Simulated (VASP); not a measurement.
Runs of VASP 6.6.1 on MgO. The structure is that of space group Fm-3m (No. 225), or close to it. The cells are those of the table. 

| task | cell | k mesh | cutoff (eV) | smearing | gap on the mesh (eV) | pressure (GPa) | relaxed volume (Å³/atom) |
| --- | --- | --- | --- | --- | --- | --- | --- |
| single point | a = 2.966 Å, angles 60.0°, 2 atoms | 8 × 8 × 8 | 600 | gaussian 0.1 eV | 4.85 | 5.9 | - |
| relaxation of cell and atoms | relaxed from a = 2.966 Å, angles 60.0°, 2 atoms | 8 × 8 × 8 | 600 | gaussian 0.1 eV | 4.50 | 0.0 | 9.56 |
| single point | a = 3.008 Å, angles 60.0°, 2 atoms | 10 × 10 × 10 | 520 | gaussian 0.02 eV | 4.45 | (a) | - |
| relaxation of cell and atoms | relaxed from a = 3.008 Å, angles 60.0°, 2 atoms | 10 × 10 × 10 | 600 | gaussian 0.02 eV | 4.51 | 0.0 | 9.56 |
| single point | a = 3.008 Å, angles 60.0°, 2 atoms | 8 × 8 × 8 | 600 | gaussian 0.1 eV | 4.45 | (b) | - |

Alike in all rows: level PBE; potentials or basis VASP PAW PBE potentials, release 64 (Mg, O); no spin polarisation.

Question: Fill in the values left out.

Answer: (a) -0.7; (b) -1.0.

